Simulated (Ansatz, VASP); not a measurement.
Two plane-wave programs on Be7S

File INCAR:

```
SYSTEM = Be7S
PREC = Accurate
ENCUT = 600
EDIFF = 1E-6
ISMEAR = 0
SIGMA = 0.2
LREAL = .False.
LASPH = .True.
NELM = 60
ALGO = Normal
ISIF = 3
LWAVE = .False.
LCHARG = .False.
GGA = PE
IBRION = 2
NSW = 36
EDIFFG = -0.08
```

KPOINTS

```
Automatic mesh
0
Gamma
  5 5 2
  0 0 0
```

Contents of POSCAR:

```
Be7S
1.0
    3.3789589600      0.0000000000      0.0000000000
   -1.6894794800      2.9262643000      0.0000000000
    0.0000000000      0.0000000000      8.0959145000
Be S
7 1
Direct
    0.3333333300      0.6666666700      0.7894662000
    0.6666666700      0.3333333300      0.7894662000
    0.6666666700      0.3333333300      0.2105338000
    0.3333333300      0.6666666700      0.2105338000
    0.0000000000      0.0000000000      0.0000000000
    0.0000000000      0.0000000000      0.2624197300
    0.0000000000      0.0000000000      0.7375802700
    0.0000000000      0.0000000000      0.5000000000
```

Input for Ansatz:

```yaml
crystal:
  lattice:
    - [3.37895896, 0.0, 0.0]
    - [-1.68947948, 2.9262643, 0.0]
    - [0.0, 0.0, 8.0959145]
  atoms:
    - { symbol: Be, position: [0.33333333, 0.66666667, 0.7894662] }
    - { symbol: Be, position: [0.66666667, 0.33333333, 0.7894662] }
    - { symbol: Be, position: [0.66666667, 0.33333333, 0.2105338] }
    - { symbol: Be, position: [0.33333333, 0.66666667, 0.2105338] }
    - { symbol: Be, position: [0.0, 0.0, 0.0] }
    - { symbol: Be, position: [0.0, 0.0, 0.26241973] }
    - { symbol: Be, position: [0.0, 0.0, 0.73758027] }
    - { symbol: S, position: [0.0, 0.0, 0.5] }
basis:
  ecutwfc: 420
kpoints:
  mp_grid: { grid: [5, 5, 2] }
hamiltonian:
  xc: pbe
scf:
  occupations: { method: gaussian, width: 0.2 }
  lower_state_search: "off"
output:
  forces: true
  stress: true
  eigenvalues: true
relax:
  adjacent_minimum: "off"
  f_tol: 0.08
  max_steps: 16
  cell: { stress_tol: 0.8 }
```

Alike in both runs: task relaxation of cell and atoms; functional PBE; k mesh 5 × 5 × 2; occupations gaussian, width 0.2 eV; no spin polarisation.

|  | VASP | Ansatz |
| --- | --- | --- |
| version | VASP 6.6.1 | Ansatz 0.2.0 |
| potentials or method | VASP PAW PBE potentials, release 64 (Be, S), cutoff 600 eV | scalar-relativistic, plane waves, PAW |
| valence electrons in the cell | 20 | 20 |

|  | VASP | Ansatz | Ansatz less VASP |
| --- | --- | --- | --- |
| gap on the k mesh at the Fermi level, each at its own relaxed structure (eV) | none | none | - |
| relaxed volume (Å³/atom) | 11.09 | 11.11 | +0.020 |
| relaxed cell length with the largest relative difference (Å) | 8.127 | 8.150 | +0.0238 |

A gap of «none» marks a metal or a gap that the smearing closes.

The k mesh is coarse, so the values compare programs but aren't converged.
